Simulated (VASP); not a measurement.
Runs of VASP 6.6.1 on TaN. The structure is that of space group P-6m2 (No. 187), or close to it. The cells are those of the table. 

```csv
level,cell,gap on the mesh (eV),pressure (GPa),moment (μB)
PBEsol,"a = 2.938, b = 2.938, c = 2.883 Å, angles 90.0, 90.0, 120.0°, 2 atoms",none,-4.2,0.00
PBE+D3(BJ),"a = 2.918, b = 2.918, c = 2.873 Å, angles 90.0, 90.0, 120.0°, 2 atoms",none,4.1,0.00
PBE,"a = 2.938, b = 2.938, c = 2.883 Å, angles 90.0, 90.0, 120.0°, 2 atoms",none,(c),0.00
revPBE+D3(BJ),"a = 2.919, b = 2.919, c = 2.876 Å, angles 90.0, 90.0, 120.0°, 2 atoms",none,0.7,0.00
PBE+D3(BJ),"a = 2.928, b = 2.928, c = 2.881 Å, angles 90.0, 90.0, 120.0°, 2 atoms",none,0.6,0.00
PBE+D3(BJ),"a = 2.908, b = 2.908, c = 2.864 Å, angles 90.0, 90.0, 120.0°, 2 atoms",none,(a),0.00
PBE,"a = 2.936, b = 2.936, c = 2.887 Å, angles 90.0, 90.0, 120.0°, 2 atoms",none,(b),0.00
PBEsol+D3(BJ),"a = 2.938, b = 2.938, c = 2.882 Å, angles 90.0, 90.0, 120.0°, 2 atoms",none,-11.1,0.00
```

Alike in all rows: task single point; potentials or basis VASP PAW PBE potentials, release 64 (Ta_pv, N); spin collinear, ferromagnetic start; k mesh 10 × 10 × 8; cutoff (eV) 600; smearing gaussian 0.05 eV.

Problem. Fill in the values left out.

Solution. (a) 8.2; (b) 5.2; (c) 5.3.

Caveats: spin-orbit coupling is left out, which moves the levels of the heavy elements; pairwise dispersion overbinds metals, which lowers pressure and volume (some runs); the PAW data sets were made with another functional, which shifts forces and pressure a little (some runs).

A k mesh can miss the band edges, and the runs leave out spin-orbit coupling on Ta.

A gap of «none» marks levels without a gap at the run's occupations.
